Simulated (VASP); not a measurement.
# ScSiRh3 (Pm-3m) in VASP: a series of runs, part 3 of 3

VASP 6.6.1.

## (6) Relaxation of cell and atoms, PBE

This run uses another cell than the first one, of 16.46 Å³/atom.

INCAR reads:

```
PREC = Accurate
ENCUT = 600
EDIFF = 1E-6
ISMEAR = -1
SIGMA = 0.05
LREAL = F
LASPH = T
NELM = 60
ALGO = Normal
ISIF = 3
LWAVE = F
LCHARG = F
GGA = PE
IBRION = 2
NSW = 80
EDIFFG = -0.01
```

KPOINTS reads:

```
Automatic mesh
0
Gamma
  5 5 5
```

POSCAR reads:

```
ScSiRh3
1.0
    4.3500000000      0.0000000000      0.0000000000
    0.0000000000      4.3500000000      0.0000000000
    0.0000000000      0.0000000000      4.3500000000
Sc Si Rh
1 1 3
Direct
    0.0000000000      0.0000000000      0.0000000000
    0.5000000000      0.5000000000      0.5000000000
    0.5000000000      0.5000000000      0.0000000000
    0.0000000000      0.5000000000      0.5000000000
    0.5000000000      0.0000000000      0.5000000000
```

Potentials or basis: VASP PAW PBE potentials, release 64 (Sc_sv, Si, Rh_pv).

The run is started by

```
cat potpaw_PBE.64/Sc_sv/POTCAR potpaw_PBE.64/Si/POTCAR potpaw_PBE.64/Rh_pv/POTCAR > POTCAR
mpirun -np 1 vasp_std > vasp.out
```

OUTCAR:

```text
PREC = Accurate
   ENCUT = 600
   EDIFF = 1E-6
   ISMEAR = -1
   LREAL = F
   LASPH = T
   NELM = 60
   ISIF = 3
   GGA = PE
   IBRION = 2
   NSW = 80
   EDIFFG = -0.01

 ion  position               nearest neighbor table
   1  0.000  0.000  0.000-   3 3.08   4 3.08   5 3.08   4 3.08   5 3.08   3 3.08   4 3.08   4 3.08
                             3 3.08   5 3.08   5 3.08   3 3.08
   2  0.500  0.500  0.500-   3 2.17   4 2.17   5 2.17   3 2.17   5 2.17   4 2.17
   3  0.500  0.500  0.000-   2 2.17   2 2.17   4 3.08   5 3.08   1 3.08   4 3.08   5 3.08   1 3.08
                             5 3.08   5 3.08   1 3.08   4 3.08   4 3.08   1 3.08
   4  0.000  0.500  0.500-   2 2.17   2 2.17   3 3.08   5 3.08   1 3.08   3 3.08   1 3.08   5 3.08
                             1 3.08   1 3.08   3 3.08   5 3.08   3 3.08   5 3.08
   5  0.500  0.000  0.500-   2 2.17   2 2.17   3 3.08   4 3.08   1 3.08   3 3.08   1 3.08   3 3.08
                             4 3.08   3 3.08   1 3.08   4 3.08   1 3.08   4 3.08

  LATTYP: Found a simple cubic cell.
 ALAT       =     4.3500000000

  Lattice vectors:

 A1 = (   4.3500000000,   0.0000000000,   0.0000000000)
 A2 = (   0.0000000000,   4.3500000000,   0.0000000000)
 A3 = (   0.0000000000,   0.0000000000,   4.3500000000)

Analysis of symmetry for initial positions (statically):
=====================================================================
 Subroutine PRICEL returns:
 Original cell was already a primitive cell.

 Routine SETGRP: Setting up the symmetry group for a
 simple cubic supercell.

 Subroutine GETGRP returns: Found 48 space group operations
 (whereof 48 operations were pure point group operations)
 out of a pool of 48 trial point group operations.

The static configuration has the point symmetry O_h .

Analysis of symmetry for dynamics (positions and initial velocities):
=====================================================================
 Subroutine PRICEL returns:
 Original cell was already a primitive cell.

 Routine SETGRP: Setting up the symmetry group for a
 simple cubic supercell.

 Subroutine GETGRP returns: Found 48 space group operations
 (whereof 48 operations were pure point group operations)
 out of a pool of 48 trial point group operations.

The dynamic configuration has the point symmetry O_h .

 Subroutine INISYM returns: Found 48 space group operations
 (whereof 48 operations are pure point group operations),
 and found     1 'primitive' translations

----------------------------------------------------------------------------------------

                                     Primitive cell

  volume of cell :      82.3129

  direct lattice vectors                    reciprocal lattice vectors
     4.350000000  0.000000000  0.000000000     0.229885057  0.000000000  0.000000000
     0.000000000  4.350000000  0.000000000     0.000000000  0.229885057  0.000000000
     0.000000000  0.000000000  4.350000000     0.000000000  0.000000000  0.229885057

  length of vectors
     4.350000000  4.350000000  4.350000000     0.229885057  0.229885057  0.229885057

  position of ions in fractional coordinates (direct lattice)
     0.000000000  0.000000000  0.000000000
     0.500000000  0.500000000  0.500000000
     0.500000000  0.500000000  0.000000000
     0.000000000  0.500000000  0.500000000
     0.500000000  0.000000000  0.500000000

  ion indices of the primitive-cell ions
   primitive index   ion index
                 1           1
                 2           2
                 3           3
                 4           4
                 5           5

----------------------------------------------------------------------------------------

 KPOINTS: Automatic mesh

Automatic generation of k-mesh.
 Grid dimensions read from file:
 generate k-points for:    5    5    5

 Generating k-lattice:

  Cartesian coordinates                     Fractional coordinates (reciprocal lattice)
     0.045977011  0.000000000  0.000000000     0.200000000  0.000000000  0.000000000
     0.000000000  0.045977011  0.000000000     0.000000000  0.200000000  0.000000000
     0.000000000  0.000000000  0.045977011     0.000000000  0.000000000  0.200000000

  Length of vectors
     0.045977011  0.045977011  0.045977011

  Shift w.r.t. Gamma in fractional coordinates (k-lattice)
     0.000000000  0.000000000  0.000000000

 Subroutine IBZKPT returns following result:
 ===========================================

 Found     10 irreducible k-points:

 Following reciprocal coordinates:
            Coordinates               Weight
  0.000000  0.000000  0.000000      1.000000
  0.200000  0.000000  0.000000      6.000000
  0.400000  0.000000  0.000000      6.000000
  0.200000  0.200000  0.000000     12.000000
  0.400000  0.200000  0.000000     24.000000
  0.400000  0.400000  0.000000     12.000000
  0.200000  0.200000  0.200000      8.000000
  0.400000  0.200000  0.200000     24.000000
  0.400000  0.400000  0.200000     24.000000
  0.400000  0.400000  0.400000      8.000000
   k-points           NKPTS =     10   k-points in BZ     NKDIM =     10   number of bands    NBANDS=     36
   number of dos      NEDOS =    301   number of ions     NIONS =      5
   total plane-waves  NPLWV =  46656
   dimension x,y,z NGX =    36 NGY =   36 NGZ =   36
   dimension x,y,z NGXF=    72 NGYF=   72 NGZF=   72
   ions per type =               1   1   3
   NGX,Y,Z   is equivalent  to a cutoff of  13.76, 13.76, 13.76 a.u.
   NGXF,Y,Z  is equivalent  to a cutoff of  27.52, 27.52, 27.52 a.u.
 SYSTEM =  unknown system
   PREC   = accura    normal or accurate (medium, high low for compatibility)
   ISTART =      0    job   : 0-new  1-cont  2-samecut
   ICHARG =      2    charge: 1-file 2-atom 10-const
   ISPIN  =      1    spin polarized calculation?
   LNONCOLLINEAR =      F non collinear calculations
   LSORBIT =      F    spin-orbit coupling
   LASPH  =      T    aspherical Exc in radial PAW
   ENCUT  =  600.0 eV  44.10 Ry    6.64 a.u.   8.69  8.69  8.69*2*pi/ulx,y,z
   NELM   =     60;   NELMIN=  2; NELMDL= -5     # of ELM steps
   EDIFF  = 0.1E-05   stopping-criterion for ELM
   LREAL  =      F    real-space projection
   EDIFFG = -.1E-01   stopping-criterion for IOM
   NSW    =     80    number of steps for IOM
   IBRION =      2    ionic relax: 0-MD 1-quasi-New 2-CG
   NFREE  =      1    steps in history (QN), initial steepest desc. (CG)
   ISIF   =      3    stress and relaxation
   ISYM   =      2    0-nonsym 1-usesym 2-fastsym
   POTIM  = 0.5000    time-step for ionic-motion
   TEBEG  =    0.0;   TEEND  =   0.0 temperature during run
   PSTRESS=    0.0 pullay stress
   NELECT =      60.0000    total number of electrons
   NUPDOWN=      -1.0000    fix difference up-down
   EMIN   =  10.00;   EMAX   =-10.00  energy-range for DOS
   EFERMI =   0.00;   METHOD = LEGACY
   ISMEAR =    -1;   SIGMA  =   0.05  broadening in eV -4-tet -1-fermi 0-gaus
   EFERMI_NEDOS =   21; number of points for ismear=-14 and -15
   IALGO  =     38    algorithm
   IMIX   =      4    mixing-type and parameters
     AMIX     =   0.40;   BMIX     =  1.00
     AMIX_MAG =   1.60;   BMIX_MAG =  1.00
  volume/ion in A,a.u.               =      16.46       111.09
  Fermi-wavevector in a.u.,A,eV,Ry     =   1.473339  2.784207 29.534541  2.170728
  Thomas-Fermi vector in A             =   2.588244
   LORBIT       =      0    0 simple, 1 ext, 2 COOP (PROOUT), +10 PAW based schemes
   GGA     = PE    functional components
   LHFCALC =     F    Hartree Fock is set to
   AEXX    =    0.0000 exact exchange contribution
   IVDW    =     0    specifies the selected vdW correction
   LEPSILON=     F    determine dielectric tensor
   LRPA    =     F    only Hartree local field effects (RPA)
 conjugate gradient relaxation of ions
 non-spin polarized calculation
  energy-cutoff  :      600.00
  volume of cell :       82.31
 maximum number of plane-waves:      2777
 NGX is ok and might be reduce to    36
   NGX = 17   NGY = 17   NGZ = 17

--------------------------------------- Ionic step        1  -------------------------------------------

 number of electron      60.0000013 magnetization

 Free energy of the ion-electron system (eV)
  ---------------------------------------------------
  ext. energy  EPLUGINS =         0.00000000
  ---------------------------------------------------
  free energy    TOTEN  =       -35.80844222 eV

  energy without entropy =      -35.80416500  energy(sigma->0) =      -35.80630361

------------------------ aborting loop because EDIFF is reached ----------------------------------------

  FORCE on cell =-STRESS in cart. coord.  units (eV):
  Direction    XX          YY          ZZ          XY          YZ          ZX
  --------------------------------------------------------------------------------------
  -------------------------------------------------------------------------------------
  Total        2.8267997      2.8267997      2.8267997      0.0000000      0.0000000     -0.0000000
  in kB       55.0221870     55.0221870     55.0221870      0.0000000      0.0000000     -0.0000000
  external PRESSURE =      55.0221870 kB  Pullay stress =       0.0000000 kB
[... 65 lines left out ...]
--------------------------------------- Ionic step        3  -------------------------------------------

 number of electron      60.0000011 magnetization

 Free energy of the ion-electron system (eV)
  ---------------------------------------------------
  ext. energy  EPLUGINS =         0.00000000
  ---------------------------------------------------
  free energy    TOTEN  =       -35.85585332 eV

  energy without entropy =      -35.85142049  energy(sigma->0) =      -35.85363690

 E-fermi :   7.8372     XC(G=0): -11.8107

 val. band max:        7.7171574610   @ k =   0.2000   0.2000   0.2000
 cond. band min:       7.8995597064   @ k =   0.0000   0.0000   0.0000
 fundamental gap:      0.1824022454
 Fermi energy:         7.8371842549

 k-point     1 :       0.0000    0.0000    0.0000
  band No.  band energies     occupation
      1     -42.6012      2.00000
      2     -38.5998      2.00000
      3     -38.5998      2.00000
      4     -38.5998      2.00000
      5     -37.9423      2.00000
      6     -37.9423      2.00000
[... 411 lines left out ...]
  FREE ENERGIE OF THE ION-ELECTRON SYSTEM (eV)
  ---------------------------------------------------
  free  energy   TOTEN  =       -35.8558533152 eV

  energy  without entropy=      -35.8514204915  energy(sigma->0) =      -35.85363690

 reached required accuracy - stopping structural energy minimisation
```

CONTCAR:

```text
ScSiRh3
   1.00000000000000
     4.4003060646934298    0.0000000000000000   -0.0000000000000000
     0.0000000000000000    4.4003060646934298   -0.0000000000000000
     0.0000000000000000    0.0000000000000000    4.4003060646934298
  Sc              Si              Rh
     1     1     3
Direct
     0.0000000000000000    0.0000000000000000    0.0000000000000000
     0.5000000000000000    0.5000000000000000    0.5000000000000000
     0.5000000000000000    0.5000000000000000    0.0000000000000000
     0.0000000000000000    0.5000000000000000    0.5000000000000000
     0.5000000000000000    0.0000000000000000    0.5000000000000000

  0.00000000E+00  0.00000000E+00  0.00000000E+00
  0.00000000E+00  0.00000000E+00  0.00000000E+00
  0.00000000E+00  0.00000000E+00  0.00000000E+00
  0.00000000E+00  0.00000000E+00  0.00000000E+00
  0.00000000E+00  0.00000000E+00  0.00000000E+00
```

It took 51 s on 1 thread of AMD EPYC 9R45 (Zen 5), shared host; peak memory 0.2 GiB.

Results:

```
Free energy                           : -35.8559 eV
Relaxed volume                        : 17.04 Å³/atom
Relaxed cell                          : a = 4.400 Å, b = 4.400 Å, c = 4.400 Å, α = 90.00°, β = 90.00°, γ = 90.00°
Space group after relaxing (to 0.1 Å) : Pm-3m (No. 221)
Energy gained by relaxing             : 9.5 meV/atom
Ionic steps                           : 3
Pressure after relaxing               : 0.0 GPa
Band gap on the k mesh                : zero (bands 30 and 31 overlap by 0.13 eV)
```

The path:
| step | energy change (eV) | largest force (eV/Å) | pressure (GPa) | volume (Å³) |
| --- | --- | --- | --- | --- |
| 1 | 0.0000 | 0.0000 | 5.50 | 82.31 |
| 2 | 0.0350 | 0.0000 | -6.22 | 89.23 |
| 3 | -0.0474 | 0.0000 | -0.04 | 85.20 |

Final structure:
```
CELL_PARAMETERS angstrom
4.40031 0.00000 0.00000
0.00000 4.40031 0.00000
0.00000 0.00000 4.40031
ATOMIC_POSITIONS crystal
Sc 0.00000 0.00000 0.00000
Si 0.50000 0.50000 0.50000
Rh 0.50000 0.50000 0.00000
Rh 0.00000 0.50000 0.50000
Rh 0.50000 0.00000 0.50000
```

## (7) Relaxation of cell and atoms, PBE

INCAR reads:

```
ALGO = Normal ; EDIFF = 1E-6
EDIFFG = -0.01 ; ENCUT = 600
GGA = PE ; IBRION = 2
ISIF = 3 ; ISMEAR = -1
LASPH = T ; LCHARG = F
LREAL = F ; LWAVE = F
NELM = 100 ; NSW = 80
PREC = Accurate ; SIGMA = 0.05
```

KPOINTS reads:

```
k-points
0
Gamma
  5 5 5
```

POSCAR: that of step 6 with these lines changed.

```diff
@@ -2,5 +2,5 @@
 1.0
-    4.3500000000      0.0000000000      0.0000000000
-    0.0000000000      4.3500000000      0.0000000000
-    0.0000000000      0.0000000000      4.3500000000
+    4.3986751702      0.0000000000      0.0000000000
+    0.0000000000      4.3986751702      0.0000000000
+    0.0000000000      0.0000000000      4.3986751702
 Sc Si Rh
```

The run is started by

```
cat potpaw_PBE.64/Sc_sv/POTCAR potpaw_PBE.64/Si/POTCAR potpaw_PBE.64/Rh_pv/POTCAR > POTCAR
mpirun -np 1 vasp_std > vasp.out
```

Wall time 38 s (1 thread of AMD EPYC 9R45 (Zen 5), shared host); peak memory 0.2 GiB.

The run converged. Its results:

- Free energy: -35.8580 eV
- Relaxed volume: 17.03 Å³/atom
- Relaxed cell: a = 4.400 Å, b = 4.400 Å, c = 4.400 Å, α = 90.00°, β = 90.00°, γ = 90.00°
- Space group after relaxing (to 0.1 Å): Pm-3m (No. 221)
- Energy gained by relaxing: 0.0 meV/atom
- Ionic steps: 3
- Pressure after relaxing: 0.0 GPa
- Band gap on the k mesh: zero (bands 30 and 31 overlap by 0.13 eV)

Final structure:
```
Sc Si Rh
1.0
     4.39981    0.00000    0.00000
     0.00000    4.39981    0.00000
     0.00000    0.00000    4.39981
Sc Si Rh
1 1 3
Direct
  0.00000 0.00000 0.00000
  0.50000 0.50000 0.50000
  0.50000 0.50000 0.00000
  0.00000 0.50000 0.50000
  0.50000 0.00000 0.50000
```

Levels at points of the mesh, in eV from the Fermi level:
```tsv
k point	band 26	band 27	band 28	band 29	band 30	band 31	band 32	band 33	band 34	band 35
(0.00, 0.00, 0.00)	-1.11	-1.11	-1.11	-0.25	-0.25	-0.25	0.06	1.80	1.80	2.59
```

## (8) Summary

| task | cell | cutoff (eV) | gap on the mesh (eV) | pressure (GPa) | relaxed volume (Å³/atom) |
| --- | --- | --- | --- | --- | --- |
| single point | a = 4.399 Å, 5 atoms | 520 | none | 0.2 | - |
| single point | a = 4.384 Å, 5 atoms | 520 | none | 1.7 | - |
| single point | a = 4.413 Å, 5 atoms | 520 | none | -1.3 | - |
| relaxation of cell and atoms | relaxed from a = 4.350 Å, 5 atoms | 600 | none | 0.0 | 17.04 |
| relaxation of cell and atoms | relaxed from a = 4.399 Å, 5 atoms | 600 | none | 0.0 | 17.03 |

Alike in all rows: level PBE; potentials or basis VASP PAW PBE potentials, release 64 (Sc_sv, Si, Rh_pv); no spin polarisation; k mesh 5 × 5 × 5; smearing fermi-dirac 0.05 eV.

Absolute energies hang on the potentials; compare differences alone.
